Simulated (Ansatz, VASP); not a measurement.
**Ta4O: VASP beside Ansatz**

```
Ta O
1.0
     3.25750    0.00000    0.00000
     0.00000    3.25750    0.00000
     0.00000    0.00000    7.40934
Ta O
4 1
Direct
  0.00000 0.00000 0.50000
  0.50000 0.50000 0.78316
  0.50000 0.50000 0.21684
  0.00000 0.00000 0.00000
  0.50000 0.50000 0.50000
```

Alike in both runs: task single point; functional PBE; k mesh 12 × 12 × 6; no spin polarisation.

|  | VASP | Ansatz |
| --- | --- | --- |
| version | VASP 6.6.1 | Ansatz 0.2.0 |
| potentials or method | VASP PAW PBE potentials, release 64 (Ta_pv, O), cutoff 520 eV | scalar-relativistic, plane waves, PAW |
| occupations | methfessel-paxton of order 1, width 0.1 eV | cold, width 0.1 eV |
| valence electrons in the cell | 50 | 58 |

|  | VASP | Ansatz | Ansatz less VASP |
| --- | --- | --- | --- |
| gap on the k mesh at the Fermi level (eV) | none | none | - |
| pressure (GPa) | -0.6 | -0.9 | -0.24 |
| traceless stress, the component that is largest in VASP (GPa) | -0.19 | -0.34 | -0.156 |
| rms of the force components (eV/Å) | 0.006 | 0.022 | +0.0155 |

Atom by atom the forces differ by 0.016 eV/Å (rms over components). A gap of «none» marks a metal or a gap that the smearing closes. VASP's potentials hold 50 valence electrons a cell and Ansatz's 58, so a difference there can come from the potentials and not from the codes.

Neither program's run includes spin-orbit coupling.
